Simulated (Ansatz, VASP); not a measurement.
## One calculation of NaCl, two programs

The input POSCAR:

```
NaCl
1.0
    3.6640050255      0.0000000000      0.0000000000
    0.0000000000      3.6640050255      0.0000000000
    0.0000000000      0.0000000000      3.4595458649
Na Cl
1 1
Direct
    0.0000000000      0.0000000000      0.0000000000
    0.5000000000      0.5000000000      0.5000000000
```

The input INCAR.step1:

```
ALGO = Normal ; EDIFF = 1E-5
ENCUT = 1250 ; GGA = PE
GGA_COMPAT = False ; ISMEAR = 0
LASPH = True ; LCHARG = False
LREAL = False ; LWAVE = True
NBANDS = 15 ; NELM = 120
PREC = Accurate ; SIGMA = 0.01
```

File INCAR.step2:

```
ALGO = Normal ; EDIFF = 1E-6
ENCUT = 1250 ; GGA_COMPAT = False
ISIF = 2 ; ISMEAR = 0
ISTART = 1 ; LASPH = True
LCHARG = True ; LELF = True
LMIXTAU = True ; LREAL = False
LVHAR = True ; LWAVE = False
METAGGA = R2SCAN ; NBANDS = 15
NELM = 120 ; PREC = Accurate
SIGMA = 0.01
```

File KPOINTS:

```
k-points
0
Gamma
  8 8 8
```

Input for Ansatz:

```yaml
crystal:
  lattice:
    - [3.6640050255, 0.0, 0.0]
    - [0.0, 3.6640050255, 0.0]
    - [0.0, 0.0, 3.4595458649]
  atoms:
    - { symbol: Na, position: [0.0, 0.0, 0.0] }
    - { symbol: Cl, position: [0.5, 0.5, 0.5] }
kpoints:
  mp_grid: { grid: [8, 8, 8] }
  band_path:
    path: [[0.0, 0.0, 0.0], [0.0, 0.5, 0.0], [0.5, 0.5, 0.0], [0.5, 0.5, 0.5]]
    npoints: 1
hamiltonian:
  xc: r2scan
scf:
  occupations: { method: fixed }
  n_extra_bands: 4
output:
  forces: true
  stress: true
  eigenvalues: true
```

Change from the starting cell: biaxial_xy strain +5.9%.

Alike in both runs: task single point; functional r2SCAN; k mesh 8 × 8 × 8; no spin polarisation.

|  | VASP | Ansatz |
| --- | --- | --- |
| version | VASP 6.6.1 | Ansatz 0.2.0 |
| potentials or method | VASP PAW PBE potentials, release 64 (Na_sv, Cl) | plane waves, PAW |
| plane-wave cutoff (eV) | 1250 | 500 |
| occupations | gaussian, width 0.01 eV | fixed |
| valence electrons in the cell | 16 | 16 |

Ansatz gave:

| Quantity | Value |
| --- | --- |
| gap on the k mesh at the Fermi level (eV) | 4.24 |
| pressure (GPa) | -2.5 |
| traceless stress, the component that is largest in VASP (GPa) | 2.74 |

Estimate VASP's values.

gap on the k mesh at the Fermi level (eV): 4.24; pressure (GPa): -2.6; traceless stress, the component that is largest in VASP (GPa): 2.73.

VASP's potentials were made for PBE, not for r2SCAN.
